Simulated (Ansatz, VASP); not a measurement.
# Two plane-wave programs on MgO

```
Mg O
1.0
     2.93802    0.00000    0.00000
    -1.46901    2.54440    0.00000
     0.00000    0.00000    2.67968
Mg O
1 1
Cartesian
  -0.6000 -0.6000 0.0000
  0.0000 1.6963 1.3398
```

Alike in both runs: task single point; functional PBE; k mesh 9 × 9 × 8; occupations gaussian, width 0.05 eV; no spin polarisation.

```csv
,VASP,Ansatz
version,VASP 6.6.1,Ansatz 0.2.0
potentials or method,"VASP PAW PBE potentials, release 64 (Mg_sv, O), cutoff 750 eV","scalar-relativistic, plane waves, PAW"
valence electrons in the cell,16,16
```

|  | VASP | Ansatz | Ansatz less VASP |
| --- | --- | --- | --- |
| gap on the k mesh at the Fermi level (eV) | 2.53 | 2.52 | -0.005 |
| least direct gap on the mesh (eV) | 2.97 | 2.96 | -0.006 |
| rms of the force components (eV/Å) | 5.363 | 5.279 | -0.0839 |

Atom by atom the forces differ by 0.084 eV/Å (rms over components). With one functional, cell and mesh, what is left measures potentials, basis and numerics.
